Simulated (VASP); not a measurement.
# Ir in VASP: further runs, part 3 of 3

VASP 6.6.1. Earlier steps stand in the parts before.

### Step 4. Single point, PBEsol (strain +0.040 along x and y, +0.040 along z)

Input file INCAR:

```
ALGO = Fast
EDIFF = 1E-6
ENCUT = 520
GGA = PS
ISIF = 2
ISMEAR = 0
LASPH = T
LCHARG = T
LELF = T
LREAL = F
LVHAR = T
LWAVE = F
NBANDS = 10
NELM = 80
PREC = Accurate
SIGMA = 0.15
```

Input file KPOINTS:

```
k-points
0
Gamma
  22 22 22
```

Input file POSCAR:

```
Ir
1.0
    0.0000000000      1.9964880000      1.9964880000
    1.9964880000      0.0000000000      1.9964880000
    1.9964880000      1.9964880000      0.0000000000
Ir
1
Direct
    0.0000000000      0.0000000000      0.0000000000
```

Potentials or basis: VASP PAW PBE potentials, release 64 (Ir).

Launch:

```bash
$ cat potpaw_PBE.64/Ir/POTCAR > POTCAR
$ mpirun -np 1 vasp_std > vasp.out
```

OUTCAR:

```text
EDIFF = 1E-6
   ENCUT = 520
   GGA = PS
   ISIF = 2
   ISMEAR = 0
   LASPH = T
   LREAL = F
   NELM = 80
   PREC = Accurate

 ion  position               nearest neighbor table
   1  0.000  0.000  0.000-

  LATTYP: Found a face centered cubic cell.
 ALAT       =     3.9929760000

  Lattice vectors:

 A1 = (   0.0000000000,   1.9964880000,   1.9964880000)
 A2 = (   1.9964880000,   0.0000000000,   1.9964880000)
 A3 = (   1.9964880000,   1.9964880000,   0.0000000000)

Analysis of symmetry for initial positions (statically):
=====================================================================
 Subroutine PRICEL returns:
 Original cell was already a primitive cell.

 Routine SETGRP: Setting up the symmetry group for a
 face centered cubic supercell.

 Subroutine GETGRP returns: Found 48 space group operations
 (whereof 48 operations were pure point group operations)
 out of a pool of 48 trial point group operations.

The static configuration has the point symmetry O_h .

Analysis of symmetry for dynamics (positions and initial velocities):
=====================================================================
 Subroutine PRICEL returns:
 Original cell was already a primitive cell.

 Routine SETGRP: Setting up the symmetry group for a
 face centered cubic supercell.

 Subroutine GETGRP returns: Found 48 space group operations
 (whereof 48 operations were pure point group operations)
 out of a pool of 48 trial point group operations.

The dynamic configuration has the point symmetry O_h .

 Subroutine INISYM returns: Found 48 space group operations
 (whereof 48 operations are pure point group operations),
 and found     1 'primitive' translations

----------------------------------------------------------------------------------------

                                     Primitive cell

  volume of cell :      15.9159

  direct lattice vectors                    reciprocal lattice vectors
[... 104 lines left out ...]
     AMIX     =   0.40;   BMIX     =  1.00
     AMIX_MAG =   1.60;   BMIX_MAG =  1.00
  volume/ion in A,a.u.               =      15.92       107.41
  Fermi-wavevector in a.u.,A,eV,Ry     =   1.353772  2.558259 24.935391  1.832700
  Thomas-Fermi vector in A             =   2.481000
   LORBIT       =      0    0 simple, 1 ext, 2 COOP (PROOUT), +10 PAW based schemes
   GGA     = PS    functional components
   LHFCALC =     F    Hartree Fock is set to
   AEXX    =    0.0000 exact exchange contribution
   IVDW    =     0    specifies the selected vdW correction
   LEPSILON=     F    determine dielectric tensor
   LRPA    =     F    only Hartree local field effects (RPA)
 non-spin polarized calculation
 RMM-DIIS sequential band-by-band and
 Gauss-broadening in eV      SIGMA  =   0.15
  energy-cutoff  :      520.00
  volume of cell :       15.92
 maximum number of plane-waves:       444
 NGX is ok and might be reduce to    24
   NGX = 11   NGY = 11   NGZ = 11

 number of electron       8.9999999 magnetization

 Free energy of the ion-electron system (eV)
  ---------------------------------------------------
  ext. energy  EPLUGINS =         0.00000000
  ---------------------------------------------------
  free energy    TOTEN  =        -9.59867949 eV

  energy without entropy =       -9.58393111  energy(sigma->0) =       -9.59130530

 E-fermi :   8.2840     XC(G=0): -13.4182

 val. band max:        8.2799553946   @ k =   0.4545   0.4091   0.0000
 cond. band min:       8.2913417277   @ k =   0.4545   0.3636   0.0000
 fundamental gap:      0.0113863331
 Fermi energy:         8.2840428087

 k-point     1 :       0.0000    0.0000    0.0000
  band No.  band energies     occupation
      1      -1.6476      2.00000
      2       5.0563      2.00000
      3       5.0563      2.00000
      4       5.0563      2.00000
      5       7.3050      2.00000
      6       7.3050      2.00000
      7      22.8001      0.00000
      8      27.6848      0.00000
      9      27.6848      0.00000
     10      27.6848      0.00000
[... 287 lines left out ...]
 k-point    24 :      -0.4545    0.0455    0.0000
  band No.  band energies     occupation
      1       1.4127      2.00000
      2       4.9469      2.00000
      3       5.0509      2.00000
      4       7.3101      2.00000
      5       8.9184      0.00000
      6       9.4466      0.00000
      7      14.6108      0.00000
      8      22.4684      0.00000
      9      26.7394      0.00000
     10      27.1901      0.00000

 [... further k-points ...]
[... 5 lines left out ...]
  --------------------------------------------------------------------------------------
  -------------------------------------------------------------------------------------
  Total       -3.4502123     -3.4502123     -3.4502123     -0.0000000     -0.0000000     -0.0000000
  in kB     -347.3172021   -347.3172021   -347.3172021     -0.0000000     -0.0000000     -0.0000000
  external PRESSURE =    -347.3172021 kB  Pullay stress =       0.0000000 kB

 VOLUME and BASIS-vectors are now :
 -----------------------------------------------------------------------------
  energy-cutoff  :      520.00
  volume of cell :       15.92
      direct lattice vectors                 reciprocal lattice vectors
     0.000000000  1.996488000  1.996488000    -0.250439772  0.250439772  0.250439772
     1.996488000  0.000000000  1.996488000     0.250439772 -0.250439772  0.250439772
     1.996488000  1.996488000  0.000000000     0.250439772  0.250439772 -0.250439772

 POSITION                                       TOTAL-FORCE (eV/Angst)
 -----------------------------------------------------------------------------------
      0.00000      0.00000      0.00000        -0.000000      0.000000      0.000000
 -----------------------------------------------------------------------------------
    total drift:                                0.000000     -0.000000     -0.000000

  FREE ENERGIE OF THE ION-ELECTRON SYSTEM (eV)
  ---------------------------------------------------
  free  energy   TOTEN  =        -9.5986794936 eV

  energy  without entropy=       -9.5839311125  energy(sigma->0) =       -9.59130530
```

OSZICAR:

```text
N       E                     dE             d eps       ncg     rms          rms(c)
DAV:   1     0.464825771904E+02    0.46483E+02   -0.42818E+03  6592   0.803E+02
DAV:   2    -0.934404346501E+01   -0.55827E+02   -0.52851E+02  6696   0.192E+02
DAV:   3    -0.102870645138E+02   -0.94302E+00   -0.93858E+00  7734   0.305E+01
DAV:   4    -0.102955024957E+02   -0.84380E-02   -0.84365E-02  7336   0.266E+00
DAV:   5    -0.102956775076E+02   -0.17501E-03   -0.17501E-03  7442   0.375E-01    0.115E+01
RMM:   6    -0.967565110654E+01    0.62003E+00   -0.62971E-01  6697   0.958E+00    0.399E+00
RMM:   7    -0.960276380440E+01    0.72887E-01   -0.20188E-01  6850   0.365E+00    0.164E+00
RMM:   8    -0.960241181093E+01    0.35199E-03   -0.19336E-02  7871   0.183E+00    0.123E+00
RMM:   9    -0.959998400345E+01    0.24278E-02   -0.40347E-03  7716   0.503E-01    0.615E-01
RMM:  10    -0.959864499501E+01    0.13390E-02   -0.31628E-03  6967   0.804E-01    0.876E-02
RMM:  11    -0.959869099621E+01   -0.46001E-04   -0.21836E-04  8196   0.139E-01    0.792E-02
RMM:  12    -0.959869826187E+01   -0.72657E-05   -0.38853E-05  8167   0.448E-02    0.869E-02
RMM:  13    -0.959867963198E+01    0.18630E-04   -0.27814E-05  7114   0.595E-02    0.231E-02
RMM:  14    -0.959867911117E+01    0.52080E-06   -0.11427E-05  7276   0.300E-02    0.891E-03
RMM:  15    -0.959867949361E+01   -0.38244E-06   -0.21180E-06  5821   0.138E-02
   1 F= -.95986795E+01 E0= -.95913053E+01  d E =-.147484E-01
```

It took 42 s on 1 thread of Intel Xeon Platinum 8259CL at 2.50GHz (Skylake/Cascade Lake), shared host; peak memory 0.19 GiB.

What came out:

```yaml
Free_energy: -9.5987 eV
Pressure: -34.7 GPa
```

Caveat: the cell differs from its parent crystal (strain +0.040 along x and y, +0.040 along z); the PAW data sets were made with another functional, which shifts forces and pressure a little; spin-orbit coupling is left out, which moves the levels of the heavy elements.

### Step 5. Single point, PBEsol (strain +0.080 along x and y, +0.080 along z)

Input file INCAR:

```
SYSTEM = Ir
PREC = Accurate
ENCUT = 520
EDIFF = 1E-6
ISMEAR = 0
SIGMA = 0.15
LREAL = .False.
LASPH = .True.
NELM = 60
ALGO = Fast
ISIF = 2
LWAVE = .False.
LCHARG = .True.
GGA = PS
LELF = .True.
LVHAR = .True.
NBANDS = 10
```

Input file KPOINTS:

```
Automatic mesh
0
Gamma
  22 22 22
  0 0 0
```

Input file POSCAR:

```
Ir
1.0
    0.0000000000      2.0732760000      2.0732760000
    2.0732760000      0.0000000000      2.0732760000
    2.0732760000      2.0732760000      0.0000000000
Ir
1
Direct
    0.0000000000      0.0000000000      0.0000000000
```

Launch:

```bash
$ cat potpaw_PBE.64/Ir/POTCAR > POTCAR
$ mpirun -np 1 vasp_std > vasp.out
```

Wall time 36 s (1 thread of Intel Xeon Platinum 8259CL at 2.50GHz (Skylake/Cascade Lake), shared host); peak memory 0.19 GiB.

Results (log left out):

| Property | Result |
| --- | --- |
| Free energy | -9.0840 eV |
| Pressure | -49.4 GPa |

Levels at points of the mesh, in eV from the Fermi level:
```tsv
k point	band 1	band 2	band 3	band 4	band 5	band 6	band 7	band 8	band 9
(0.00, 0.00, 0.00)	-8.84	-2.70	-2.70	-2.70	-0.83	-0.83	14.57	18.82	18.82
(0.50, 0.00, 0.00)	-5.95	-2.74	-2.74	-0.12	0.59	0.59	5.22	14.06	17.74
(0.50, 0.50, 0.00)	-5.59	-5.15	0.57	0.96	0.96	1.84	7.72	10.65	10.65
```

Caveat: the cell differs from its parent crystal (strain +0.080 along x and y, +0.080 along z); the PAW data sets were made with another functional, which shifts forces and pressure a little; spin-orbit coupling is left out, which moves the levels of the heavy elements.

### Step 6. Single point, PBEsol (strain +0.040 along x and y, +0.080 along z)

Input file INCAR:

```
SYSTEM = Ir
ALGO = Fast
EDIFF = 1E-6
ENCUT = 520
GGA = PS
ISIF = 2
ISMEAR = 0
LASPH = .TRUE.
LCHARG = .TRUE.
LELF = .TRUE.
LREAL = .FALSE.
LVHAR = .TRUE.
LWAVE = .FALSE.
NBANDS = 10
NELM = 100
PREC = Accurate
SIGMA = 0.15
```

Input file KPOINTS:

```
k-points
0
G
  22 22 22
  0 0 0
```

Input file POSCAR:

```
Ir
1.0
    0.0000000000      1.9964880000      2.0732760000
    1.9964880000      0.0000000000      2.0732760000
    1.9964880000      1.9964880000      0.0000000000
Ir
1
Direct
    0.0000000000      0.0000000000      0.0000000000
```

Potentials or basis: VASP PAW PBE potentials, release 64 (Ir).

Launch:

```bash
$ cat potpaw_PBE.64/Ir/POTCAR > POTCAR
$ mpirun -np 1 vasp_std > vasp.out
```

Wall time 1.8 min (1 thread of Intel Xeon Platinum 8259CL at 2.50GHz (Skylake/Cascade Lake), shared host); peak memory 0.27 GiB.

The run converged. Its results:

```yaml
Free_energy: -9.4423 eV
Pressure: -40.7 GPa
```

Stress tensor (GPa, compression positive):
```
-37.78   0.00   0.00
  0.00 -37.78   0.00
  0.00   0.00 -46.68
```

Levels at points of the mesh, in eV from the Fermi level:
| k point | band 2 | band 3 | band 4 | band 5 | band 6 | band 7 |
| --- | --- | --- | --- | --- | --- | --- |
| (0.00, 0.00, 0.00) | -3.31 | -2.89 | -2.89 | -1.20 | -0.67 | 14.57 |
| (0.50, 0.00, 0.00) | -3.30 | -2.88 | -0.34 | 0.59 | 0.79 | 5.83 |
| (0.50, 0.50, 0.00) | -5.78 | 0.71 | 1.09 | 1.09 | 1.31 | 7.95 |
| (0.50, 0.00, 0.50) | -5.79 | 0.63 | 0.93 | 1.33 | 2.00 | 8.85 |

Caveat: the cell differs from its parent crystal (strain +0.040 along x and y, +0.080 along z); the PAW data sets were made with another functional, which shifts forces and pressure a little; spin-orbit coupling is left out, which moves the levels of the heavy elements.

### Step 7. Overview

```tsv
cell	gap on the mesh (eV)	pressure (GPa)
a = 2.498 Å, angles 60.0°, 1 atom	none	176.6
a = 2.606 Å, angles 60.0°, 1 atom	none	62.0
a = 2.823 Å, angles 60.0°, 1 atom	none	-34.7
a = 2.932 Å, angles 60.0°, 1 atom	none	-49.4
a = 2.878, b = 2.878, c = 2.823 Å, angles 60.6, 60.6, 58.7°, 1 atom	none	-40.7
```

Alike in all rows: task single point; level PBEsol; potentials or basis VASP PAW PBE potentials, release 64 (Ir); no spin polarisation; k mesh 22 × 22 × 22; cutoff (eV) 520; smearing gaussian 0.15 eV.

Caveats: the PAW data sets were made with another functional, which shifts forces and pressure a little; spin-orbit coupling is left out, which moves the levels of the heavy elements.

Absolute energies hang on the potentials; compare differences alone.
